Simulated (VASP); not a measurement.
# Ta4N5 (I4/m) in VASP: a series of runs, part 2 of 3

VASP 6.6.1.

## 4. Relaxation of cell and atoms, PBEsol, target pressure 12 GPa, at which the enthalpy is minimised

This run uses another cell than the first one, of 10.62 Å³/atom.

File INCAR:

```
PREC     = Accurate       # precision mode
ENCUT    = 600            # plane-wave cutoff, eV
EDIFF    = 1E-6           # SCF threshold, eV
ISMEAR   = 0              # smearing method
SIGMA    = 0.1            # smearing width, eV
LREAL    = False          # projectors in reciprocal space
LASPH    = True           # aspherical terms in the spheres
NELM     = 60             # most SCF steps
ALGO     = Fast           # electronic algorithm
ISIF     = 3              # what is computed and relaxed
LWAVE    = False          # write WAVECAR
LCHARG   = False          # write CHGCAR
GGA      = PS             # functional
IBRION   = 2              # ionic algorithm
NSW      = 70             # ionic steps
EDIFFG   = -0.008         # ionic threshold
PSTRESS  = 120.0
```

File KPOINTS:

```
Automatic mesh
0
Gamma
  10 10 10
```

File POSCAR:

```
Ta4N5
1.0
   -3.3705341572      3.3705341572      2.1027338178
    3.3705341572     -3.3705341572      2.1027338178
    3.3705341572      3.3705341572     -2.1027338178
Ta N
4 5
Direct
    0.7847297268      0.6047717204      0.3895014472
    0.3952282796      0.7847297268      0.1799580064
    0.6047717204      0.2152702732      0.8200419936
    0.2152702732      0.3952282796      0.6104985528
    0.5000000000      0.5000000000      0.0000000000
    0.9084048149      0.3049046773      0.2133094921
    0.6950953227      0.9084048149      0.6035001376
    0.3049046773      0.0915951851      0.3964998624
    0.0915951851      0.6950953227      0.7866905079
```

Potentials or basis: VASP PAW PBE potentials, release 64 (Ta_pv, N).

Run with:

```console
$ cat potpaw_PBE.64/Ta_pv/POTCAR potpaw_PBE.64/N/POTCAR > POTCAR
$ mpirun -np 1 vasp_std > vasp.out
```

OUTCAR:

```text
PREC = Accurate
   ENCUT = 600
   EDIFF = 1E-6
   ISMEAR = 0
   LREAL = False
   LASPH = True
   NELM = 60
   ISIF = 3
   GGA = PS
   IBRION = 2
   NSW = 70
   EDIFFG = -0.008
   PSTRESS = 120.0

 ion  position               nearest neighbor table
   1  0.785  0.605  0.390-   5 2.05   8 2.11   8 2.11   7 2.13   9 2.16   6 2.19   3 2.89   2 2.89
                             4 2.91   4 2.91   2 3.10   2 3.10   3 3.10   3 3.10   4 3.23
   2  0.395  0.785  0.180-   5 2.05   6 2.11   6 2.11   9 2.13   8 2.16   7 2.19   4 2.89   1 2.89
                             3 2.91   3 2.91   1 3.10   1 3.10   4 3.10   4 3.10   3 3.23
   3  0.605  0.215  0.820-   5 2.05   9 2.11   9 2.11   6 2.13   7 2.16   8 2.19   1 2.89   4 2.89
                             2 2.91   2 2.91   4 3.10   4 3.10   1 3.10   1 3.10   2 3.23
   4  0.215  0.395  0.610-   5 2.05   7 2.11   7 2.11   8 2.13   6 2.16   9 2.19   2 2.89   3 2.89
                             1 2.91   1 2.91   3 3.10   3 3.10   2 3.10   2 3.10   1 3.23
   5  0.500  0.500  0.000-   1 2.05   4 2.05   3 2.05   2 2.05
   6  0.908  0.305  0.213-   2 2.11   2 2.11   3 2.13   4 2.16   1 2.19
   7  0.695  0.908  0.604-   4 2.11   4 2.11   1 2.13   3 2.16   2 2.19
   8  0.305  0.092  0.396-   1 2.11   1 2.11   4 2.13   2 2.16   3 2.19
   9  0.092  0.695  0.787-   3 2.11   3 2.11   2 2.13   1 2.16   4 2.19

  LATTYP: Found a body centered tetragonal cell.
 ALAT       =     6.7410683144
 C/A-ratio  =     0.6238577388

  Lattice vectors:

 A1 = (  -3.3705341572,   3.3705341572,   2.1027338178)
 A2 = (   3.3705341572,  -3.3705341572,   2.1027338178)
 A3 = (   3.3705341572,   3.3705341572,  -2.1027338178)

Analysis of symmetry for initial positions (statically):
=====================================================================
 Subroutine PRICEL returns:
 Original cell was already a primitive cell.

 Routine SETGRP: Setting up the symmetry group for a
 body centered tetragonal supercell.

 Subroutine GETGRP returns: Found  8 space group operations
 (whereof  8 operations were pure point group operations)
 out of a pool of 16 trial point group operations.

The static configuration has the point symmetry C_4h.

Analysis of symmetry for dynamics (positions and initial velocities):
=====================================================================
 Subroutine PRICEL returns:
 Original cell was already a primitive cell.

 Routine SETGRP: Setting up the symmetry group for a
 body centered tetragonal supercell.

 Subroutine GETGRP returns: Found  8 space group operations
 (whereof  8 operations were pure point group operations)
 out of a pool of 16 trial point group operations.

The dynamic configuration has the point symmetry C_4h.

 Subroutine INISYM returns: Found  8 space group operations
 (whereof  8 operations are pure point group operations),
 and found     1 'primitive' translations

----------------------------------------------------------------------------------------

                                     Primitive cell

  volume of cell :      95.5524

  direct lattice vectors                    reciprocal lattice vectors
    -3.370534157  3.370534157  2.102733818     0.000000000  0.148344439  0.237785684
     3.370534157 -3.370534157  2.102733818     0.148344439  0.000000000  0.237785684
     3.370534157  3.370534157 -2.102733818     0.148344439  0.148344439  0.000000000

  length of vectors
     5.209845537  5.209845537  5.209845537     0.280264347  0.280264347  0.209790718

  position of ions in fractional coordinates (direct lattice)
     0.784729727  0.604771720  0.389501447
[... 76 lines left out ...]
   total plane-waves  NPLWV =  74088
   dimension x,y,z NGX =    42 NGY =   42 NGZ =   42
   dimension x,y,z NGXF=    84 NGYF=   84 NGZF=   84
   ions per type =               4   5
   NGX,Y,Z   is equivalent  to a cutoff of  13.40, 13.40, 13.40 a.u.
   NGXF,Y,Z  is equivalent  to a cutoff of  26.80, 26.80, 26.80 a.u.
 SYSTEM =  unknown system
   PREC   = accura    normal or accurate (medium, high low for compatibility)
   ISTART =      0    job   : 0-new  1-cont  2-samecut
   ICHARG =      2    charge: 1-file 2-atom 10-const
   ISPIN  =      1    spin polarized calculation?
   LNONCOLLINEAR =      F non collinear calculations
   LSORBIT =      F    spin-orbit coupling
   LASPH  =      T    aspherical Exc in radial PAW
   ENCUT  =  600.0 eV  44.10 Ry    6.64 a.u.  10.41 10.41 10.41*2*pi/ulx,y,z
   NELM   =     60;   NELMIN=  2; NELMDL= -5     # of ELM steps
   EDIFF  = 0.1E-05   stopping-criterion for ELM
   LREAL  =      F    real-space projection
   EDIFFG = -.8E-02   stopping-criterion for IOM
   NSW    =     70    number of steps for IOM
   IBRION =      2    ionic relax: 0-MD 1-quasi-New 2-CG
   NFREE  =      1    steps in history (QN), initial steepest desc. (CG)
   ISIF   =      3    stress and relaxation
   ISYM   =      2    0-nonsym 1-usesym 2-fastsym
   POTIM  = 0.5000    time-step for ionic-motion
   TEBEG  =    0.0;   TEEND  =   0.0 temperature during run
   PSTRESS=  120.0 pullay stress
   NELECT =      69.0000    total number of electrons
   NUPDOWN=      -1.0000    fix difference up-down
   EMIN   =  10.00;   EMAX   =-10.00  energy-range for DOS
   EFERMI =   0.00;   METHOD = LEGACY
   ISMEAR =     0;   SIGMA  =   0.10  broadening in eV -4-tet -1-fermi 0-gaus
   EFERMI_NEDOS =   21; number of points for ismear=-14 and -15
   IALGO  =     68    algorithm
   IMIX   =      4    mixing-type and parameters
     AMIX     =   0.40;   BMIX     =  1.00
     AMIX_MAG =   1.60;   BMIX_MAG =  1.00
  volume/ion in A,a.u.               =      10.62        71.65
  Fermi-wavevector in a.u.,A,eV,Ry     =   1.468737  2.775510 29.350317  2.157187
  Thomas-Fermi vector in A             =   2.584198
   LORBIT       =      0    0 simple, 1 ext, 2 COOP (PROOUT), +10 PAW based schemes
   GGA     = PS    functional components
   LHFCALC =     F    Hartree Fock is set to
   AEXX    =    0.0000 exact exchange contribution
   IVDW    =     0    specifies the selected vdW correction
   LEPSILON=     F    determine dielectric tensor
   LRPA    =     F    only Hartree local field effects (RPA)
 conjugate gradient relaxation of ions
 non-spin polarized calculation
 RMM-DIIS sequential band-by-band and
 Gauss-broadening in eV      SIGMA  =   0.10
  energy-cutoff  :      600.00
  volume of cell :       95.55
 maximum number of plane-waves:      3229
 NGX is ok and might be reduce to    42
   NGX = 21   NGY = 21   NGZ = 21

--------------------------------------- Ionic step        1  -------------------------------------------

 number of electron      68.9999999 magnetization

 Free energy of the ion-electron system (eV)
  ---------------------------------------------------
  ext. energy  EPLUGINS =         0.00000000
  ---------------------------------------------------
  free energy    TOTEN  =      -104.29993342 eV

  energy without entropy =     -104.29233546  energy(sigma->0) =     -104.29613444

------------------------ aborting loop because EDIFF is reached ----------------------------------------

  FORCE on cell =-STRESS in cart. coord.  units (eV):
  Direction    XX          YY          ZZ          XY          YZ          ZX
  --------------------------------------------------------------------------------------
  -------------------------------------------------------------------------------------
  Total        8.1926931      8.1926931      8.3265600      0.0000000      0.0000000      0.0000000
  in kB      137.3711431    137.3711431    139.6157597      0.0000003      0.0000000      0.0000000
  external PRESSURE =      18.1193486 kB  Pullay stress =     120.0000000 kB
[... 347 lines left out ...]
--------------------------------------- Ionic step        9  -------------------------------------------

 number of electron      68.9999999 magnetization

 Free energy of the ion-electron system (eV)
  ---------------------------------------------------
  ext. energy  EPLUGINS =         0.00000000
  ---------------------------------------------------
  free energy    TOTEN  =      -104.32711196 eV

  energy without entropy =     -104.31967502  energy(sigma->0) =     -104.32339349

 E-fermi :   8.0122     XC(G=0): -13.0987

 val. band max:        8.0000272497   @ k =   0.3000   0.0000  -0.0000
 cond. band min:       8.0180351862   @ k =  -0.3000   0.2000  -0.1000
 fundamental gap:      0.0180079366
 Fermi energy:         8.0122085035

 k-point     1 :       0.0000    0.0000    0.0000
  band No.  band energies     occupation
      1     -28.0487      2.00000
      2     -28.0456      2.00000
      3     -27.8705      2.00000
      4     -27.8705      2.00000
      5     -27.8644      2.00000
      6     -27.8644      2.00000
[... 1045 lines left out ...]
     40      10.5580      0.00000
     41      10.8723      0.00000

 [... further k-points ...]

------------------------ aborting loop because EDIFF is reached ----------------------------------------

  FORCE on cell =-STRESS in cart. coord.  units (eV):
  Direction    XX          YY          ZZ          XY          YZ          ZX
  --------------------------------------------------------------------------------------
  -------------------------------------------------------------------------------------
  Total        7.1493705      7.1493705      7.2013188      0.0000000      0.0000000      0.0000000
  in kB      119.5444053    119.5444053    120.4130297      0.0000006      0.0000000      0.0000000
  external PRESSURE =      -0.1660533 kB  Pullay stress =     120.0000000 kB
[... 28 lines left out ...]
  energy  without entropy=     -104.3196750209  energy(sigma->0) =     -104.32339349

  enthalpy is  TOTEN    =       -97.1504945091 eV   P V=        7.1766174537

 reached required accuracy - stopping structural energy minimisation
```

Run time: 83 min. Hardware: 1 thread of Oxide Virtual Turin-like, shared host; peak memory 0.6 GiB.

Results:

| Item | Value |
| --- | --- |
| Free energy | -104.3271 eV |
| Relaxed volume | 10.65 Å³/atom |
| Relaxed cell | a = 5.213 Å, b = 5.213 Å, c = 5.213 Å, α = 99.41°, β = 99.41°, γ = 132.31° |
| Space group after relaxing (to 0.1 Å) | I4/m (No. 87) |
| Energy change on relaxing (the run minimises the enthalpy) | -3.0 meV/atom |
| Ionic steps | 9 |
| Pressure after relaxing | 12.0 GPa |
| Largest force after relaxing | 0.006 eV/Å |
| Band gap on the k mesh | zero (an odd number of electrons rules out a gap without spin polarisation) |

Forces in eV/Å, atoms in the order of the input:
```
Ta  -0.004  0.005  0.000
Ta   0.005  0.004  0.000
Ta  -0.005 -0.004  0.000
Ta   0.004 -0.005  0.000
N    0.000  0.000  0.000
N    0.001 -0.001  0.000
N   -0.001 -0.001  0.000
N    0.001  0.001  0.000
N   -0.001  0.001  0.000
```

The path:
| step | energy change (eV) | largest force (eV/Å) | pressure (GPa) | volume (Å³) |
| --- | --- | --- | --- | --- |
| 1 | 0.0000 | 0.1886 | 13.81 | 95.55 |
| 2 | -0.1085 | 0.0879 | 6.66 | 97.22 |
| 3 | -0.0425 | 0.1113 | 11.55 | 96.06 |
| 4 | -0.0338 | 0.0568 | 11.83 | 95.92 |
| 5 | -0.0273 | 0.0500 | 12.02 | 95.82 |
| 6 | -0.0269 | 0.0179 | 12.01 | 95.82 |
| 7 | -0.0269 | 0.0188 | 12.01 | 95.81 |
| 8 | -0.0274 | 0.0138 | 11.96 | 95.82 |
| 9 | -0.0272 | 0.0059 | 11.98 | 95.82 |

Final structure:
```
CELL_PARAMETERS angstrom
-3.37146 3.37146 2.10743
3.37146 -3.37146 2.10743
3.37146 3.37146 -2.10743
ATOMIC_POSITIONS crystal
Ta 0.78532 0.60465 0.38997
Ta 0.39535 0.78532 0.18067
Ta 0.60465 0.21468 0.81933
Ta 0.21468 0.39535 0.61003
N 0.50000 0.50000 0.00000
N 0.90887 0.30289 0.21175
N 0.69711 0.90887 0.60598
N 0.30289 0.09113 0.39402
N 0.09113 0.69711 0.78825
```

Caveat: the cell is relaxed towards a set pressure, so the run minimises the enthalpy, not the energy; the PAW data sets were made with another functional, which shifts forces and pressure a little; spin-orbit coupling is left out, which moves the levels of the heavy elements.

(Part 2 of 3 ends here.)
